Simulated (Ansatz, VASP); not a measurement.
**Te2Mo in VASP and in Ansatz**

Contents of INCAR:

```
PREC = Accurate ; ENCUT = 520
EDIFF = 1E-6 ; ISMEAR = 0
SIGMA = 0.02 ; LREAL = False
LASPH = True ; NELM = 60
ALGO = Normal ; ISIF = 2
LWAVE = False ; LCHARG = False
GGA = PS ; NBANDS = 20
```

The input KPOINTS:

```
Automatic mesh
0
Gamma
  9 9 2
```

The input POSCAR:

```
Te2Mo
1.0
    3.7702153454      0.0944173742     -0.0738036262
   -1.8033398280      3.1234844016     -0.0000047140
   -0.3632737186     -0.2097629721     16.7121682212
Te Mo
2 1
Direct
    0.3366937006      0.6683468553      0.8995604871
    0.3379789870      0.6689894985      0.1004465856
   -0.0080060276     -0.0040030138     -0.0000070728
```

Input for Ansatz:

```yaml
crystal:
  lattice:
    - [3.7702153454, 0.0944173742, -0.0738036262]
    - [-1.803339828, 3.1234844016, -4.714e-06]
    - [-0.3632737186, -0.2097629721, 16.7121682212]
  atoms:
    - { symbol: Te, position: [0.3366937006, 0.6683468553, 0.8995604871] }
    - { symbol: Te, position: [0.337978987, 0.6689894985, 0.1004465856] }
    - { symbol: Mo, position: [-0.0080060276, -0.0040030138, -7.0728e-06] }
basis:
  ecutwfc: 420
kpoints:
  mp_grid: { grid: [9, 9, 2] }
hamiltonian:
  xc: pbesol
scf:
  occupations: { method: gaussian, width: 0.02 }
output:
  forces: true
  stress: true
  eigenvalues: true
```

Alike in both runs: task single point; functional PBEsol; k mesh 9 × 9 × 2; occupations gaussian, width 0.02 eV; no spin polarisation.

|  | VASP | Ansatz |
| --- | --- | --- |
| version | VASP 6.6.1 | Ansatz 0.2.0 |
| potentials or method | VASP PAW PBE potentials, release 64 (Te, Mo_sv), cutoff 520 eV | scalar-relativistic, plane waves, PAW |
| valence electrons in the cell | 26 | 46 |

```tsv
	VASP	Ansatz	Ansatz less VASP
gap on the k mesh at the Fermi level (eV)	0.43	0.44	+0.013
least direct gap on the mesh (eV)	0.70	0.70	+0.002
rms of the force components (eV/Å)	0.441	0.427	-0.0142
```

VASP's potentials were made for PBE, not for PBEsol. Atom by atom the forces differ by 0.018 eV/Å (rms over components). With one functional, cell and mesh, what is left measures potentials, basis and numerics. VASP's potentials hold 26 valence electrons a cell and Ansatz's 46, so a difference there can come from the potentials and not from the codes. Ansatz's warnings: structure snapped to symmetry.

Spin-orbit coupling is off throughout.
